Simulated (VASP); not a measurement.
A run of VASP 6.6.1 is set up as follows.

INCAR

```
SYSTEM = PtSe2
ALGO = Normal ; EDIFF = 1E-6
EDIFFG = -0.002 ; ENCUT = 600
IBRION = 2 ; ISIF = 3
ISMEAR = -1 ; LASPH = .True.
LCHARG = .False. ; LREAL = .False.
LWAVE = .False. ; NELM = 80
NSW = 100 ; PREC = Accurate
SIGMA = 0.1
```

The input KPOINTS:

```
k-points
0
Gamma
  10 10 6
  0 0 0
```

Contents of POSCAR:

```
PtSe2
1.0
    3.7240000000      0.0000000000      0.0000000000
   -1.8620000000      3.2250786037      0.0000000000
    0.0000000000      0.0000000000      5.0620000000
Pt Se
1 2
Direct
    0.0000000000      0.0000000000      0.0000000000
    0.3333333333      0.6666666667      0.2500000000
    0.6666666667      0.3333333333      0.7500000000
```

Potentials or basis: VASP PAW LDA potentials, release 64 (Pt, Se).

The run is started by

```sh
$ cat potpaw_LDA.64/Pt/POTCAR potpaw_LDA.64/Se/POTCAR > POTCAR
$ mpirun -np 1 vasp_std > vasp.out
```

Q: What does it give for the relaxed cell?

A: a = 3.747 Å, b = 3.747 Å, c = 4.758 Å, α = 90.00°, β = 90.00°, γ = 120.00°.

Q: What does it give for the band gap on the k mesh?

A: Zero (bands 11 and 12 overlap by 0.87 eV).

Q: Predict the relaxed volume.

A: 19.28 Å³/atom.

Final structure:
```cif
data_structure
_symmetry_space_group_name_H-M 'P 1'
_symmetry_Int_Tables_number 1
_cell_length_a 3.7467
_cell_length_b 3.7467
_cell_length_c 4.7580
_cell_angle_alpha 90.000
_cell_angle_beta 90.000
_cell_angle_gamma 120.000
_cell_volume 57.84
loop_
_atom_site_label
_atom_site_type_symbol
_atom_site_fract_x
_atom_site_fract_y
_atom_site_fract_z
_atom_site_occupancy
Pt1 Pt 0.00000 0.00000 0.00000 1
Se1 Se 0.33333 0.66667 0.26506 1
Se2 Se 0.66667 0.33333 0.73494 1
```

Caveat: spin-orbit coupling is left out, which moves the levels of the heavy elements. Zero-point motion and thermal expansion aren't in these numbers.
